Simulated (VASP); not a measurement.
**FeO (Wuestite): single point with PBE+D3(BJ)+U**

The system is FeO (Wuestite).

```xyz
2
Lattice="1.5188 0.8769 2.5196 -1.5188 0.8769 2.5196 0.0000 -1.7538 2.5196" Properties=species:S:1:pos:R:3 pbc="T T T"
Fe    0.0000    0.0000    0.0000
O     0.0000    0.0000    3.7794
```

- Program: VASP 6.6.1
- Task: single point
- Functional: PBE
- Dispersion: D3(BJ)
- Potentials or basis: VASP PAW PBE potentials, release 64 (Fe, O)
- Cutoff: 520 eV
- k mesh: 11 × 11 × 11
- Occupations: fermi-dirac, width 0.05 eV
- Spin: collinear spin, ferromagnetic start
- Starting moments: [-0.36, 0.0] μB
- Hubbard terms: Fe d U = 1.0 eV
- Dipole correction: no
- Further INCAR settings: ALGO = Normal; EDIFF = 1e-06; NBANDS = 18

The pressure is -4.1 GPa. The band gap on the k mesh is zero (filled and empty bands overlap). The net moment is -4.00 μB per cell, the site moments are Fe -3.67; O -0.28 μB and the valence electrons inside the program's atomic spheres are Fe 6.72; O 5.00. The dispersion energy per atom is -0.198 eV.

Stress tensor (GPa, compression positive):
```
-3.71  0.00  0.00
 0.00 -3.71  0.00
 0.00  0.00 -4.88
```

Levels at points of the mesh, in eV from the Fermi level:
Spin up:
```csv
k point,band 2,band 3,band 4,band 5,band 6,band 7,band 8,band 9
"(0.00, 0.00, 0.00)",-3.39,-3.29,-3.29,-0.73,-0.73,-0.70,0.40,0.40
```
Spin down:
```tsv
k point	band 7	band 8	band 9	band 10	band 11	band 12
(0.00, 0.00, 0.00)	-3.90	-3.80	-3.80	-0.04	15.35	16.29
```

Eigenvalues of the final occupation matrices:
```csv
site,spin,trace,eigenvalues
site 1 d,1,1.24,0.14 0.14 0.27 0.34 0.34
site 1 d,2,4.86,0.95 0.95 0.96 1.00 1.00
```

Run time: 5.3 min on 1 thread of Intel(R) Xeon(R) Platinum 8488C (Sapphire Rapids) (shared host), peak memory 0.23 GiB.

Caveat: three body term missing; a cell with one magnetic atom can't hold antiferromagnetic order, which such compounds often take; pairwise dispersion overbinds metals, which lowers pressure and volume. The state reached can hang on the start; a lower one may exist.
